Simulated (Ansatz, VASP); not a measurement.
One calculation of SnTe, two programs

The input INCAR:

```
SYSTEM = SnTe
PREC = Accurate ; ENCUT = 520
EDIFF = 1E-7 ; ISMEAR = -1
SIGMA = 0.05 ; LREAL = .False.
LASPH = .True. ; NELM = 100
ALGO = Normal ; ISIF = 2
LWAVE = .False. ; LCHARG = .True.
GGA = PE ; LELF = .True.
LVHAR = .True. ; NBANDS = 17
```

The input KPOINTS:

```
regular mesh
0
Gamma
  7 7 7
  0 0 0
```

File POSCAR:

```
SnTe
1.0
    3.9047000000      0.0000000000      0.0000000000
    0.0000000000      3.9047000000      0.0000000000
    0.0000000000      0.0000000000      3.9047000000
Te Sn
1 1
Direct
    0.5000000000      0.5000000000      0.5000000000
    0.0000000000      0.0000000000      0.0000000000
```

Contents of input.yaml:

```yaml
crystal:
  lattice:
    - [3.9047, 0.0, 0.0]
    - [0.0, 3.9047, 0.0]
    - [0.0, 0.0, 3.9047]
  atoms:
    - { symbol: Te, position: [0.5, 0.5, 0.5] }
    - { symbol: Sn, position: [0.0, 0.0, 0.0] }
kpoints:
  mp_grid: { grid: [7, 7, 7] }
scf:
  occupations: { method: fermi_dirac, width: 0.05 }
hamiltonian:
  xc: pbe
  pseudopotentials: { kind: all_electron, lapw: { basis_error: 0.0005 } }
output:
  forces: true
  stress: true
  eigenvalues: true
```

Alike in both runs: task single point; functional PBE; k mesh 7 × 7 × 7; occupations fermi-dirac, width 0.05 eV; no spin polarisation.

|  | VASP | Ansatz |
| --- | --- | --- |
| version | VASP 6.6.1 | Ansatz 0.2.0 |
| potentials or method | VASP PAW PBE potentials, release 64 (Te, Sn_d), cutoff 520 eV | all-electron LAPW, scalar-relativistic |

Ansatz gave:

* gap on the k mesh at the Fermi level (eV): none
* pressure (GPa): -1.0

**Question.** Estimate VASP's values.

**Answer.** gap on the k mesh at the Fermi level (eV): none; pressure (GPa): -1.1.

A gap of «none» marks a metal or a gap that the smearing closes. Ansatz ran all-electron here, and VASP with PAW potentials.

Spin-orbit coupling is off throughout.
